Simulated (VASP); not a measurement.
Runs of VASP 6.6.1 on BeS. The structure is that of space group P6_3/mmc (No. 194), or close to it. The cells are those of the table. 

```csv
level,cell,k mesh,gap on the mesh (eV),pressure (GPa)
r2SCAN,"a = 3.427, b = 3.427, c = 6.922 Å, angles 90.0, 90.0, 120.0°, 4 atoms",9 × 9 × 4,4.52,(b)
PBE,"a = 3.528, b = 3.528, c = 7.855 Å, angles 90.0, 90.0, 120.0°, 4 atoms",9 × 9 × 4,4.24,-3.3
r2SCAN,"a = 3.496, b = 3.496, c = 7.062 Å, angles 90.0, 90.0, 120.0°, 4 atoms",9 × 9 × 4,4.56,(a)
PBE,"a = 3.495, b = 3.495, c = 7.780 Å, angles 90.0, 90.0, 120.0°, 4 atoms",9 × 9 × 4,4.23,-1.8
PBE,"a = 3.390, b = 3.390, c = 7.547 Å, angles 90.0, 90.0, 120.0°, 4 atoms",9 × 9 × 4,4.19,4.4
r2SCAN,"a = 3.462, b = 3.462, c = 6.992 Å, angles 90.0, 90.0, 120.0°, 4 atoms",9 × 9 × 4,4.54,-0.1
r2SCAN,"a = 3.530, b = 3.530, c = 7.130 Å, angles 90.0, 90.0, 120.0°, 4 atoms",9 × 9 × 4,4.58,-3.9
PBE,"a = 3.462, b = 3.462, c = 6.992 Å, angles 90.0, 90.0, 120.0°, 4 atoms",12 × 12 × 4,3.94,0.5
```

Alike in all rows: task single point; potentials or basis VASP PAW PBE potentials, release 64 (Be, S); no spin polarisation; cutoff (eV) 520; smearing gaussian 0.01 eV.

Estimate the missing entries.

(a) -2.2; (b) 2.3.

Caveats: the PAW data sets were made with another functional, which shifts forces and pressure a little (some runs).

A k mesh can miss the band edges.
